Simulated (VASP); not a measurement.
Write the native input for VASP 6.6.1 that does the following.

```yaml
Task: single point
Functional: LDA
Potentials_or_basis: VASP PAW LDA potentials, release 64 (Mg_sv, O)
Cutoff: 840 eV
k_mesh: 8 × 8 × 8
Occupations: gaussian, width 0.1 eV
Spin: no spin polarisation
Dipole_correction: no
Further_INCAR_settings: ALGO = Normal; EDIFF = 1e-06; NBANDS = 15
```

The structure of MgO lies in POSCAR:

```
MgO
1.0
    0.0000000000      2.0816499855      2.0816499855
    2.0816499855      0.0000000000      2.0816499855
    2.0816499855      2.0816499855      0.0000000000
Mg O
1 1
Direct
    0.0000000000      0.0000000000      0.0000000000
    0.5000000000      0.5000000000      0.5000000000
```

One way to write it, as run:

INCAR

```
  PREC = Accurate
  ENCUT = 840
  EDIFF = 1E-6
  ISMEAR = 0
  SIGMA = 0.1
  LREAL = F
  LASPH = T
  NELM = 120
  ALGO = Normal
  ISIF = 2
  LWAVE = F
  LCHARG = F
  NBANDS = 15
  GGA_COMPAT = F
```

KPOINTS

```
Automatic mesh
0
Gamma
  8 8 8
```

Potentials or basis: VASP PAW LDA potentials, release 64 (Mg_sv, O).

The run is started by

```bash
$ cat potpaw_LDA.64/Mg_sv/POTCAR potpaw_LDA.64/O/POTCAR > POTCAR
$ mpirun -np 1 vasp_std > vasp.out
```

Results of the run:

```
Pressure               : 0.1 GPa
Band gap on the k mesh : 5.01 eV
```

Run time: 17 s on 1 thread of Intel(R) Xeon(R) Platinum 8375C CPU @ 2.90GHz (Ice Lake), on a shared host, peak memory 0.14 GiB.
